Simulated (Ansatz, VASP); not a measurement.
One calculation of Be, two programs

```
Be
1.0
     2.06986    0.00000    0.00000
    -0.68995    1.95148    0.00000
    -0.68995   -0.97574    1.69004
Be
1
Direct
  0.00000 0.00000 0.00000
```

Alike in both runs: functional BLYP; dispersion D3(BJ); k mesh 15 × 15 × 15; occupations fermi-dirac, width 0.1 eV; no spin polarisation.

Ansatz relaxed the structure, and its values are those at the end. VASP's run is a single point on that final structure, the one shown.

|  | VASP | Ansatz |
| --- | --- | --- |
| version | VASP 6.6.1 | Ansatz 0.2.0 |
| potentials or method | VASP PAW PBE potentials, release 64 (Be), cutoff 520 eV | plane waves, PAW |
| valence electrons in the cell | 2 | 2 |

```csv
,VASP,Ansatz,Ansatz less VASP
pressure (GPa),0.1,0.0,-0.12
```

VASP's potentials were made for PBE, not for BLYP.
